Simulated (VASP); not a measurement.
# Pd (Fm-3m) in VASP: a series of runs, part 2 of 2

VASP 6.6.1. Earlier steps stand in the parts before.

## (3) Single point, PBE

The input, INCAR:

```
PREC = Accurate ; ENCUT = 520
EDIFF = 1E-6 ; ISMEAR = 0
SIGMA = 0.017 ; LREAL = F
LASPH = T ; NELM = 80
ALGO = Fast ; ISIF = 2
LWAVE = F ; LCHARG = F
GGA = PE ; NBANDS = 11
```

The input, KPOINTS:

```
Automatic mesh
0
Gamma
  12 12 12
```

The input, POSCAR:

```
Pd
1.0
    0.0000000000      1.9465000000      1.9465000000
    1.9465000000      0.0000000000      1.9465000000
    1.9465000000      1.9465000000      0.0000000000
Pd
1
Direct
    0.0000000000      0.0000000000      0.0000000000
```

Potentials or basis: VASP PAW PBE potentials, release 64 (Pd).

Command:

```
$ cat potpaw_PBE.64/Pd/POTCAR > POTCAR
$ mpirun -np 1 vasp_std > vasp.out
```

OUTCAR:

```text
PREC = Accurate
   ENCUT = 520
   EDIFF = 1E-6
   ISMEAR = 0
   LREAL = F
   LASPH = T
   NELM = 80
   ISIF = 2
   GGA = PE

 ion  position               nearest neighbor table
   1  0.000  0.000  0.000-

  LATTYP: Found a face centered cubic cell.
 ALAT       =     3.8930000000

  Lattice vectors:

 A1 = (   0.0000000000,   1.9465000000,   1.9465000000)
 A2 = (   1.9465000000,   0.0000000000,   1.9465000000)
 A3 = (   1.9465000000,   1.9465000000,   0.0000000000)

Analysis of symmetry for initial positions (statically):
[... 33 lines left out ...]
                                     Primitive cell

  volume of cell :      14.7500

  direct lattice vectors                    reciprocal lattice vectors
     0.000000000  1.946500000  1.946500000    -0.256871307  0.256871307  0.256871307
     1.946500000  0.000000000  1.946500000     0.256871307 -0.256871307  0.256871307
     1.946500000  1.946500000  0.000000000     0.256871307  0.256871307 -0.256871307

  length of vectors
     2.752766699  2.752766699  2.752766699     0.444914156  0.444914156  0.444914156

  position of ions in fractional coordinates (direct lattice)
     0.000000000  0.000000000  0.000000000

  ion indices of the primitive-cell ions
   primitive index   ion index
                 1           1

----------------------------------------------------------------------------------------

 KPOINTS: Automatic mesh

Automatic generation of k-mesh.
 Grid dimensions read from file:
 generate k-points for:   12   12   12

 Generating k-lattice:

  Cartesian coordinates                     Fractional coordinates (reciprocal lattice)
    -0.021405942  0.021405942  0.021405942     0.083333333  0.000000000  0.000000000
     0.021405942 -0.021405942  0.021405942     0.000000000  0.083333333  0.000000000
     0.021405942  0.021405942 -0.021405942     0.000000000  0.000000000  0.083333333

  Length of vectors
     0.037076180  0.037076180  0.037076180

  Shift w.r.t. Gamma in fractional coordinates (k-lattice)
     0.000000000  0.000000000  0.000000000
[... 70 lines left out ...]
     AMIX     =   0.40;   BMIX     =  1.00
     AMIX_MAG =   1.60;   BMIX_MAG =  1.00
  volume/ion in A,a.u.               =      14.75        99.54
  Fermi-wavevector in a.u.,A,eV,Ry     =   1.438171  2.717748 28.141404  2.068335
  Thomas-Fermi vector in A             =   2.557167
   LORBIT       =      0    0 simple, 1 ext, 2 COOP (PROOUT), +10 PAW based schemes
   GGA     = PE    functional components
   LHFCALC =     F    Hartree Fock is set to
   AEXX    =    0.0000 exact exchange contribution
   IVDW    =     0    specifies the selected vdW correction
   LEPSILON=     F    determine dielectric tensor
   LRPA    =     F    only Hartree local field effects (RPA)
 non-spin polarized calculation
 RMM-DIIS sequential band-by-band and
 Gauss-broadening in eV      SIGMA  =   0.02
  energy-cutoff  :      520.00
  volume of cell :       14.75
 maximum number of plane-waves:       415
   NGX = 11   NGY = 11   NGZ = 11

 number of electron      10.0000000 magnetization

 number of electron       9.9999999 magnetization

 Free energy of the ion-electron system (eV)
  ---------------------------------------------------
  ext. energy  EPLUGINS =         0.00000000
  ---------------------------------------------------
  free energy    TOTEN  =        -5.20770187 eV

  energy without entropy =       -5.20655921  energy(sigma->0) =       -5.20713054

 E-fermi :   9.7472     XC(G=0): -13.1863

 val. band max:        9.7463355777   @ k =  -0.4167   0.3333   0.0833
 cond. band min:       9.7478248015   @ k =   0.5000   0.0000   0.0000
 fundamental gap:      0.0014892238
 Fermi energy:         9.7472465188

 k-point     1 :       0.0000    0.0000    0.0000
  band No.  band energies     occupation
      1       2.6435      2.00000
      2       6.9351      2.00000
      3       6.9351      2.00000
      4       6.9351      2.00000
      5       8.5476      2.00000
      6       8.5476      2.00000
      7      26.9747      0.00000
      8      31.7555      0.00000
      9      31.7555      0.00000
     10      31.7555      0.00000
     11      37.0030      0.00000
[... 309 lines left out ...]
 k-point    24 :      -0.4167    0.1667    0.0000
  band No.  band energies     occupation
      1       5.0916      2.00000
      2       6.4620      2.00000
      3       7.4262      2.00000
      4       7.8478      2.00000
      5       9.5218      2.00000
      6      13.4000      0.00000
      7      17.3722      0.00000
      8      25.6203      0.00000
      9      28.6580      0.00000
     10      29.6807      0.00000
     11      37.6309      0.00000

 [... further k-points ...]
[... 5 lines left out ...]
  --------------------------------------------------------------------------------------
  -------------------------------------------------------------------------------------
  Total        0.6136990      0.6136990      0.6136990      0.0000000      0.0000000     -0.0000000
  in kB       66.6611432     66.6611432     66.6611432      0.0000000      0.0000000     -0.0000000
  external PRESSURE =      66.6611432 kB  Pullay stress =       0.0000000 kB

 VOLUME and BASIS-vectors are now :
 -----------------------------------------------------------------------------
  energy-cutoff  :      520.00
  volume of cell :       14.75
      direct lattice vectors                 reciprocal lattice vectors
     0.000000000  1.946500000  1.946500000    -0.256871307  0.256871307  0.256871307
     1.946500000  0.000000000  1.946500000     0.256871307 -0.256871307  0.256871307
     1.946500000  1.946500000  0.000000000     0.256871307  0.256871307 -0.256871307

 POSITION                                       TOTAL-FORCE (eV/Angst)
 -----------------------------------------------------------------------------------
      0.00000      0.00000      0.00000         0.000000      0.000000     -0.000000
 -----------------------------------------------------------------------------------
    total drift:                               -0.000000     -0.000000     -0.000000

  FREE ENERGIE OF THE ION-ELECTRON SYSTEM (eV)
  ---------------------------------------------------
  free  energy   TOTEN  =        -5.2077018742 eV

  energy  without entropy=       -5.2065592109  energy(sigma->0) =       -5.20713054
```

OSZICAR:

```text
N       E                     dE             d eps       ncg     rms          rms(c)
DAV:   1     0.414675971963E+02    0.41468E+02   -0.51259E+03  1592   0.849E+02
DAV:   2    -0.496370815435E+01   -0.46431E+02   -0.45046E+02  1734   0.180E+02
DAV:   3    -0.549173875957E+01   -0.52803E+00   -0.52677E+00  1916   0.210E+01
DAV:   4    -0.549387752084E+01   -0.21388E-02   -0.21384E-02  1914   0.139E+00
DAV:   5    -0.549389865852E+01   -0.21138E-04   -0.21137E-04  2068   0.124E-01    0.775E+00
RMM:   6    -0.522318311718E+01    0.27072E+00   -0.35864E-01  1664   0.558E+00    0.376E+00
RMM:   7    -0.521123746379E+01    0.11946E-01   -0.98520E-03  1855   0.113E+00    0.196E+00
RMM:   8    -0.520796902307E+01    0.32684E-02   -0.35284E-03  1809   0.532E-01    0.234E-01
RMM:   9    -0.520772216826E+01    0.24685E-03   -0.95044E-04  1995   0.278E-01    0.882E-02
RMM:  10    -0.520770159802E+01    0.20570E-04   -0.81415E-05  2008   0.771E-02    0.174E-02
RMM:  11    -0.520770159326E+01    0.47658E-08   -0.19913E-05  2046   0.307E-02    0.642E-03
RMM:  12    -0.520770187416E+01   -0.28090E-06   -0.26039E-06  1754   0.120E-02
   1 F= -.52077019E+01 E0= -.52071305E+01  d E =-.114266E-02
```

stdout:

```text
POSCAR found type information on POSCAR Pd
 POSCAR found :  1 types and       1 ions
 scaLAPACK will be used
 LDA part: xc-table for (Slater+PW92), standard interpolation
 POSCAR, INCAR and KPOINTS ok, starting setup
 FFT: planning ... GRIDC
 FFT: planning ... GRID_SOFT
 FFT: planning ... GRID
 WAVECAR not read
 entering main loop
```

It took 21 s on 1 thread of AMD EPYC 7R13, shared host; peak memory 0.1 GiB.

What came out:

```yaml
Free_energy: -5.2077 eV
Pressure: 6.7 GPa
Band_gap_on_the_k_mesh: zero (band 5 reaches 10.06 eV, above the bottom of band 6 at 8.48 eV)
```

Levels at points of the mesh, in eV from the Fermi level:
```tsv
k point	band 1	band 2	band 3	band 4	band 5	band 6	band 7	band 8	band 9	band 10
(0.00, 0.00, 0.00)	-7.10	-2.81	-2.81	-2.81	-1.20	-1.20	17.23	22.01	22.01	22.01
(0.50, 0.00, 0.00)	-5.27	-2.86	-2.86	0.00	0.00	1.05	7.35	16.59	21.14	21.14
(0.50, 0.50, 0.00)	-5.36	-5.08	-0.03	0.31	0.31	3.38	10.81	13.25	13.25	21.61
```

## (4) Single point, PBE

The input, INCAR:

```
SYSTEM = Pd
PREC = Accurate
ENCUT = 520
EDIFF = 1E-6
ISMEAR = 0
SIGMA = 0.018000000000000002
LREAL = .FALSE.
LASPH = .TRUE.
NELM = 100
ALGO = Fast
ISIF = 2
LWAVE = .FALSE.
LCHARG = .FALSE.
GGA = PE
NBANDS = 11
```

The input, KPOINTS:

```
regular mesh
0
G
  12 12 12
  0 0 0
```

POSCAR is that of step 3.

Command:

```
$ cat potpaw_PBE.64/Pd/POTCAR > POTCAR
$ mpirun -np 1 vasp_std > vasp.out
```

It took 21 s on 1 thread of AMD EPYC 7R13, shared host; peak memory 0.1 GiB.

The run converged. Its results:

```
Free energy            : -5.2078 eV
Pressure               : 6.7 GPa
Band gap on the k mesh : zero (band 5 reaches 10.06 eV, above the bottom of band 6 at 8.48 eV)
```

Levels at points of the mesh, in eV from the Fermi level:
```tsv
k point	band 3	band 4	band 5	band 6	band 7	band 8
(0.00, 0.00, 0.00)	-2.81	-2.81	-1.20	-1.20	17.23	22.01
(0.50, 0.00, 0.00)	-2.86	0.00	0.00	1.05	7.35	16.59
(0.50, 0.50, 0.00)	-0.03	0.31	0.31	3.38	10.81	13.25
```

## (5) Summary

```csv
smearing,gap on the mesh (eV),pressure (GPa)
gaussian 0.015 eV,none,6.6
gaussian 0.017 eV,none,6.7
gaussian 0.018 eV,none,6.7
```

Alike in all rows: task single point; level PBE; potentials or basis VASP PAW PBE potentials, release 64 (Pd); no spin polarisation; cell as given; k mesh 12 × 12 × 12; cutoff (eV) 520.

Every run on the cell as given and a fine mesh finds a metal.

Absolute energies hang on the potentials; compare differences alone.
